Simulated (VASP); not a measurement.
# HW18Se36 (a cell with a defect) in VASP: single point with PBE

Aim: the single point of HW18Se36 (a cell with a defect) with PBE.

All numbers are computed with VASP 6.6.1; they aren't measurements. Logs are shortened: lines on timing, memory, paths and dates and some standing lists are left out, and cuts for length are marked.

### Step 1. The cell of the first run

The cell holds a defect, 55 atoms: a = 9.750 Å, b = 9.750 Å, c = 12.826 Å, α = 90.00°, β = 90.00°, γ = 120.00°.

### Step 2. Single point, PBE

Input file INCAR:

```
ALGO     = Normal         # electronic algorithm
EDIFF    = 1E-6           # SCF threshold, eV
ENCUT    = 520            # plane-wave cutoff, eV
GGA      = PE             # functional
ISIF     = 2              # what is computed and relaxed
ISMEAR   = -1             # smearing method
LASPH    = True           # aspherical terms in the spheres
LCHARG   = False          # write CHGCAR
LREAL    = Auto         
LWAVE    = False          # write WAVECAR
NBANDS   = 268            # bands
NELECT   = 468.0        
NELM     = 80             # most SCF steps
PREC     = Accurate       # precision mode
SIGMA    = 0.01           # smearing width, eV
```

Input file KPOINTS:

```
k-points
0
Gamma
  1 1 1
```

Input file POSCAR:

```
HW18Se36
1.0
    9.7497821400      0.0000000800      0.0000000000
   -4.8748911500      8.4435589800      0.0000000000
    0.0000000000      0.0000000000     12.8261208300
W Se H
18 36 1
Direct
    0.2225730845      0.1155669054      0.7484913114
    0.1064380764      0.2181856011      0.2490377287
    0.2207492628      0.4482047193      0.7476147408
    0.1080299088      0.5518896715      0.2489441697
    0.2218972182      0.7807861588      0.7489013340
    0.1066605819      0.8838120287      0.2494574192
    0.5552182206      0.1147050619      0.7488584528
    0.4413098438      0.2181814528      0.2490456033
    0.5569882849      0.4481721469      0.7476356357
    0.4377974975      0.5460700844      0.2481575717
    0.5563164607      0.7831330333      0.7491116080
    0.4364080391      0.8855496815      0.2508661070
    0.8890492854      0.1147198629      0.7488593104
    0.7725774175      0.2155895331      0.2497045710
    0.8887168060      0.4478572291      0.7485959416
    0.7734483419      0.5519368017      0.2489551629
    0.8884394621      0.7807657819      0.7489049984
    0.7787473919      0.8855521653      0.2508569849
    0.1115562422      0.2267055865      0.8792033967
    0.2184441968      0.1073175405      0.3797915258
    0.1104056763      0.2252988338      0.6176321044
    0.2182993450      0.1070177854      0.1185016125
    0.1109134024      0.5586211931      0.8794627113
    0.2169955654      0.4392158557      0.3798536646
    0.1098052060      0.5593619944      0.6174050677
    0.2170976539      0.4394169557      0.1173463918
    0.1111919610      0.8928425808      0.8793382777
    0.2153183204      0.7726469369      0.3811837628
    0.1110011383      0.8924644228      0.6183240518
    0.2181944021      0.7737388935      0.1180590001
    0.4447042946      0.2267016751      0.8792190678
    0.5511552800      0.1079722375      0.3809613261
    0.4444530301      0.2253033311      0.6176186943
    0.5508393213      0.1055759731      0.1185130734
    0.4441638139      0.5587711267      0.8780344540
    0.5517724844      0.4392166816      0.3798280918
    0.4455403332      0.5614349323      0.6180135136
    0.5519047181      0.4394245323      0.1173743815
    0.4441515083      0.8925295580      0.8798444323
    0.5496110154      0.7695976272      0.3752514157
    0.4439455171      0.8930135956      0.6183414382
    0.5520033226      0.7744099344      0.1218345765
    0.7774751967      0.2254236563      0.8796026600
    0.8863852526      0.1079679708      0.3809548549
    0.7774303453      0.2253321073      0.6180188932
    0.8842962380      0.1055649557      0.1185086294
    0.7772572155      0.5586105277      0.8794837620
    0.8846374272      0.4397276004      0.3793784625
    0.7790870960      0.5593606853      0.6173958678
    0.8843202054      0.4390993109      0.1189089063
    0.7779258726      0.8925308576      0.8798307103
    0.8869020551      0.7726410089      0.3812144034
    0.7786123303      0.8930013938      0.6183741838
    0.8851132848      0.7737271623      0.1180271900
    0.5097202656      0.6898071030      0.4889407392
```

Potentials or basis: VASP PAW PBE potentials, release 64 (W_sv, Se, H).

On the command line:

```
cat potpaw_PBE.64/W_sv/POTCAR potpaw_PBE.64/Se/POTCAR potpaw_PBE.64/H/POTCAR > POTCAR
mpirun -np 1 vasp_gam > vasp.out
```

OUTCAR:

```text
EDIFF = 1E-6
   ENCUT = 520
   GGA = PE
   ISIF = 2
   ISMEAR = -1
   LASPH = True
   LREAL = Auto
   NELECT = 468.0
   NELM = 80
   PREC = Accurate

 ion  position               nearest neighbor table
   1  0.223  0.116  0.748-  33 2.52  21 2.52  31 2.52  19 2.52  29 2.52  27 2.52   7 3.25  13 3.25
                             9 3.25   3 3.25   5 3.26  17 3.26
   2  0.106  0.218  0.249-  24 2.51  44 2.51  46 2.51  26 2.52  22 2.52  20 2.52  10 3.21  18 3.22
                            14 3.24   4 3.25   6 3.26   8 3.26
   3  0.221  0.448  0.748-  25 2.51  23 2.51  21 2.51  19 2.52  35 2.52  37 2.52  15 3.24   5 3.24
                            13 3.24   1 3.25  11 3.27   9 3.28
   4  0.108  0.552  0.249-  24 2.51  30 2.52  26 2.52  50 2.52  28 2.52  48 2.52  12 3.23   6 3.24
                            10 3.24   2 3.25  16 3.26  14 3.27
   5  0.222  0.781  0.749-  41 2.51  23 2.51  27 2.52  29 2.52  25 2.52  39 2.52   3 3.24  15 3.25
                            11 3.25  17 3.25   7 3.25   1 3.26
   6  0.107  0.884  0.249-  52 2.51  28 2.51  54 2.52  30 2.52  20 2.52  22 2.52  18 3.21  12 3.21
                            16 3.24   4 3.24   2 3.26   8 3.26
   7  0.555  0.115  0.749-  41 2.51  31 2.52  33 2.52  43 2.52  45 2.52  39 2.52  11 3.24   9 3.24
                             1 3.25  15 3.25   5 3.25  13 3.25
   8  0.441  0.218  0.249-  36 2.51  32 2.51  34 2.51  38 2.52  22 2.52  20 2.52  10 3.21  12 3.22
                            14 3.24  16 3.25   6 3.26   2 3.26
   9  0.557  0.448  0.748-  49 2.51  47 2.51  33 2.51  31 2.52  35 2.52  37 2.52  15 3.24  17 3.24
[... 38 lines left out ...]
  38  0.552  0.439  0.117-  10 2.51   8 2.52  16 2.52
  39  0.444  0.893  0.880-  11 2.51   7 2.52   5 2.52
  40  0.550  0.770  0.375-  55 1.61  10 2.49  18 2.51  12 2.51
  41  0.444  0.893  0.618-   7 2.51   5 2.51  11 2.52
  42  0.552  0.774  0.122-  10 2.52  18 2.53  12 2.53
  43  0.777  0.225  0.880-   7 2.52  13 2.52  15 2.52
  44  0.886  0.108  0.381-  18 2.51   2 2.51  14 2.52
  45  0.777  0.225  0.618-  15 2.52   7 2.52  13 2.52
  46  0.884  0.106  0.119-   2 2.51  18 2.52  14 2.52
  47  0.777  0.559  0.879-   9 2.51  17 2.51  15 2.52
  48  0.885  0.440  0.379-  14 2.52  16 2.52   4 2.52
  49  0.779  0.559  0.617-   9 2.51  15 2.51  17 2.52
  50  0.884  0.439  0.119-   4 2.52  16 2.52  14 2.53
  51  0.778  0.893  0.880-  11 2.51  13 2.52  17 2.52
  52  0.887  0.773  0.381-  18 2.51   6 2.51  16 2.52
  53  0.779  0.893  0.618-  13 2.51  17 2.51  11 2.52
  54  0.885  0.774  0.118-  18 2.51  16 2.52   6 2.52
  55  0.510  0.690  0.489-  40 1.61

  LATTYP: Found a hexagonal cell.
 ALAT       =     9.7497821400
 C/A-ratio  =     1.3155289673

  Lattice vectors:

 A1 = (   9.7497821400,   0.0000000800,   0.0000000000)
 A2 = (  -4.8748911500,   8.4435589800,   0.0000000000)
 A3 = (   0.0000000000,   0.0000000000,  12.8261208300)

Analysis of symmetry for initial positions (statically):
=====================================================================
 Subroutine PRICEL returns:
 Original cell was already a primitive cell.

 Routine SETGRP: Setting up the symmetry group for a
 hexagonal supercell.

 Subroutine GETGRP returns: Found  1 space group operations
 (whereof  1 operations were pure point group operations)
 out of a pool of 24 trial point group operations.

The static configuration has the point symmetry C_1 .

Analysis of symmetry for dynamics (positions and initial velocities):
=====================================================================
 Subroutine PRICEL returns:
 Original cell was already a primitive cell.

 Routine SETGRP: Setting up the symmetry group for a
 hexagonal supercell.

 Subroutine GETGRP returns: Found  1 space group operations
 (whereof  1 operations were pure point group operations)
 out of a pool of 24 trial point group operations.

The dynamic configuration has the point symmetry C_1 .

 Subroutine INISYM returns: Found  1 space group operations
 (whereof  1 operations are pure point group operations),
 and found     1 'primitive' translations

----------------------------------------------------------------------------------------

                                     Primitive cell

  volume of cell :    1055.8830

  direct lattice vectors                    reciprocal lattice vectors
     9.749782140  0.000000080  0.000000000     0.102566394  0.059216736  0.000000000
[... 132 lines left out ...]
     0.102566394  0.059216736  0.000000000     1.000000000  0.000000000  0.000000000
    -0.000000001  0.118433471  0.000000000     0.000000000  1.000000000  0.000000000
     0.000000000  0.000000000  0.077965896     0.000000000  0.000000000  1.000000000

  Length of vectors
     0.118433471  0.118433471  0.077965896

  Shift w.r.t. Gamma in fractional coordinates (k-lattice)
     0.000000000  0.000000000  0.000000000

 Subroutine IBZKPT returns following result:
 ===========================================

 Found      1 irreducible k-points:

 Following reciprocal coordinates:
            Coordinates               Weight
  0.000000  0.000000  0.000000      1.000000
   k-points           NKPTS =      1   k-points in BZ     NKDIM =      1   number of bands    NBANDS=    268
   number of dos      NEDOS =    301   number of ions     NIONS =     55
   total plane-waves  NPLWV = 614400
   dimension x,y,z NGX =    80 NGY =   80 NGZ =   96
   dimension x,y,z NGXF=   160 NGYF=  160 NGZF=  192
   ions per type =              18  36   1
   NGX,Y,Z   is equivalent  to a cutoff of  13.64, 13.64, 12.44 a.u.
   NGXF,Y,Z  is equivalent  to a cutoff of  27.28, 27.28, 24.89 a.u.
 SYSTEM =  unknown system
   PREC   = accura    normal or accurate (medium, high low for compatibility)
   ISTART =      0    job   : 0-new  1-cont  2-samecut
   ICHARG =      2    charge: 1-file 2-atom 10-const
   ISPIN  =      1    spin polarized calculation?
   LNONCOLLINEAR =      F non collinear calculations
   LSORBIT =      F    spin-orbit coupling
   LASPH  =      T    aspherical Exc in radial PAW
   ENCUT  =  520.0 eV  38.22 Ry    6.18 a.u.  18.13 18.13 23.85*2*pi/ulx,y,z
   NELM   =     80;   NELMIN=  2; NELMDL= -5     # of ELM steps
   EDIFF  = 0.1E-05   stopping-criterion for ELM
   LREAL  =      T    real-space projection
   EDIFFG = 0.1E-04   stopping-criterion for IOM
   NSW    =      0    number of steps for IOM
   IBRION =     -1    ionic relax: 0-MD 1-quasi-New 2-CG
   NFREE  =      0    steps in history (QN), initial steepest desc. (CG)
   ISIF   =      2    stress and relaxation
   ISYM   =      2    0-nonsym 1-usesym 2-fastsym
   POTIM  = 0.5000    time-step for ionic-motion
   TEBEG  =    0.0;   TEEND  =   0.0 temperature during run
   PSTRESS=    0.0 pullay stress
   NELECT =     468.0000    total number of electrons
   NUPDOWN=      -1.0000    fix difference up-down
   EMIN   =  10.00;   EMAX   =-10.00  energy-range for DOS
   EFERMI =   0.00;   METHOD = LEGACY
   ISMEAR =    -1;   SIGMA  =   0.01  broadening in eV -4-tet -1-fermi 0-gaus
   EFERMI_NEDOS =   21; number of points for ismear=-14 and -15
   IALGO  =     38    algorithm
   IMIX   =      4    mixing-type and parameters
     AMIX     =   0.40;   BMIX     =  1.00
     AMIX_MAG =   1.60;   BMIX_MAG =  1.00
  volume/ion in A,a.u.               =      19.20       129.55
  Fermi-wavevector in a.u.,A,eV,Ry     =   1.248202  2.358760 21.197987  1.558008
  Thomas-Fermi vector in A             =   2.382299
   LORBIT       =      0    0 simple, 1 ext, 2 COOP (PROOUT), +10 PAW based schemes
   GGA     = PE    functional components
   LHFCALC =     F    Hartree Fock is set to
   AEXX    =    0.0000 exact exchange contribution
   IVDW    =     0    specifies the selected vdW correction
   LEPSILON=     F    determine dielectric tensor
   LRPA    =     F    only Hartree local field effects (RPA)
 non-spin polarized calculation
  energy-cutoff  :      520.00
  volume of cell :     1055.88
 maximum number of plane-waves:     14202
 NGX is ok and might be reduce to    80
   NGX = 37   NGY = 37   NGZ = 47

 number of electron     467.9999994 magnetization

 Free energy of the ion-electron system (eV)
  ---------------------------------------------------
  ext. energy  EPLUGINS =         0.00000000
  ---------------------------------------------------
  free energy    TOTEN  =      -394.16642662 eV

  energy without entropy =     -394.16642662  energy(sigma->0) =     -394.16642662

 E-fermi :   7.1040     XC(G=0): -10.9553

 val. band max:        6.6930732725   @ k =   0.0000   0.0000   0.0000
 cond. band min:       7.6496250020   @ k =   0.0000   0.0000   0.0000
 fundamental gap:      0.9565517295
 Fermi energy:         7.1039667655

 k-point     1 :       0.0000    0.0000    0.0000
  band No.  band energies     occupation
      1     -67.5853      2.00000
      2     -67.5830      2.00000
      3     -67.5125      2.00000
      4     -67.4949      2.00000
      5     -67.4920      2.00000
      6     -67.4828      2.00000
[... 238 lines left out ...]
    245       8.4546      0.00000
    246       8.4596      0.00000
 [bands above 246 left out]

------------------------ aborting loop because EDIFF is reached ----------------------------------------

  FORCE on cell =-STRESS in cart. coord.  units (eV):
  Direction    XX          YY          ZZ          XY          YZ          ZX
  --------------------------------------------------------------------------------------
  -------------------------------------------------------------------------------------
  Total       47.6984408     46.2508520     31.7929838      0.0068321      1.6417084      0.0178710
  in kB       72.3767343     70.1801898     48.2420872      0.0103669      2.4910980      0.0271171
  external PRESSURE =      63.5996704 kB  Pullay stress =       0.0000000 kB

 VOLUME and BASIS-vectors are now :
 -----------------------------------------------------------------------------
  energy-cutoff  :      520.00
  volume of cell :     1055.88
      direct lattice vectors                 reciprocal lattice vectors
     9.749782140  0.000000080  0.000000000     0.102566394  0.059216736  0.000000000
    -4.874891150  8.443558980  0.000000000    -0.000000001  0.118433471  0.000000000
     0.000000000  0.000000000 12.826120830     0.000000000  0.000000000  0.077965896

 POSITION                                       TOTAL-FORCE (eV/Angst)
 -----------------------------------------------------------------------------------
      1.60666      0.97580      9.60024        -0.000403      0.001344      0.001277
     -0.02588      1.84226      3.19419        -0.006227      0.001048     -0.003156
     -0.03269      3.78444      9.58900         0.006267      0.005133      0.001402
     -1.63713      4.65991      3.19299         0.002820      0.002026      0.000176
     -1.64280      6.59261      9.60550         0.002069      0.000870      0.000159
     -3.26857      7.46252      3.19957         0.005898     -0.008894     -0.003583
[... 47 lines left out ...]
      4.85783      6.53301      1.51383         0.002679      0.000505     -0.046176
      1.60693      5.82443      6.27121         0.000390     -0.009724      0.018542
 -----------------------------------------------------------------------------------
    total drift:                               -0.016448     -0.004848      0.080715

  FREE ENERGIE OF THE ION-ELECTRON SYSTEM (eV)
  ---------------------------------------------------
  free  energy   TOTEN  =      -394.1664266176 eV

  energy  without entropy=     -394.1664266176  energy(sigma->0) =     -394.16642662
```

It took 11 min on 1 thread of Intel Xeon Platinum 8559C (Emerald Rapids), shared host; peak memory 1.2 GiB.

What came out:

| Item | Value |
| --- | --- |
| Free energy | -394.1664 eV |
| Largest force | 0.055 eV/Å |

Forces in eV/Å, atoms in the order of the input:
```
W    0.000  0.001  0.001
W   -0.006  0.001 -0.003
W    0.006  0.005  0.001
W    0.003  0.002  0.000
W    0.002  0.001  0.000
W    0.006 -0.009 -0.004
W   -0.004 -0.001  0.003
W    0.008 -0.002 -0.003
W    0.001  0.009 -0.001
W    0.002  0.008  0.001
W    0.005  0.002  0.012
W    0.000  0.006 -0.002
W   -0.001 -0.003  0.002
W    0.001 -0.002 -0.004
W   -0.006  0.001  0.002
W    0.001 -0.002 -0.001
W   -0.003  0.000  0.001
W   -0.002  0.001 -0.001
Se   0.005 -0.001  0.046
Se   0.002  0.001  0.055
Se   0.001  0.002 -0.053
Se  -0.001  0.002 -0.051
Se   0.002  0.001  0.049
Se  -0.002 -0.004  0.043
Se   0.003  0.001 -0.050
Se  -0.004 -0.001 -0.047
Se   0.001  0.001  0.049
Se  -0.001  0.001  0.050
Se  -0.001 -0.004 -0.045
Se  -0.001 -0.005 -0.048
Se   0.001 -0.002  0.048
Se  -0.002  0.001  0.050
Se   0.002 -0.003 -0.049
Se   0.003 -0.005 -0.042
Se   0.001  0.002  0.049
Se  -0.004 -0.008  0.050
Se  -0.003 -0.007 -0.035
Se  -0.002 -0.001 -0.053
Se  -0.004  0.003  0.047
Se  -0.003  0.018  0.015
Se   0.000  0.000 -0.042
Se  -0.002  0.001 -0.048
Se  -0.004 -0.003  0.048
Se   0.001 -0.001  0.048
Se   0.001  0.000 -0.048
Se   0.002  0.001 -0.048
Se  -0.006  0.001  0.044
Se   0.002 -0.001  0.046
Se  -0.002 -0.001 -0.040
Se  -0.001  0.000 -0.051
Se   0.003 -0.002  0.042
Se  -0.001  0.007  0.044
Se  -0.002  0.001 -0.051
Se   0.003  0.001 -0.046
H    0.000 -0.010  0.019
```

Caveat: the k points lie up to 0.74 Å⁻¹ apart; the cell carries a net charge on a neutralising background, which shifts energy and pressure; the cell is charged against a uniform background, so pressure and absolute levels hang on convention; spin-orbit coupling is left out, which moves the levels of the heavy elements.
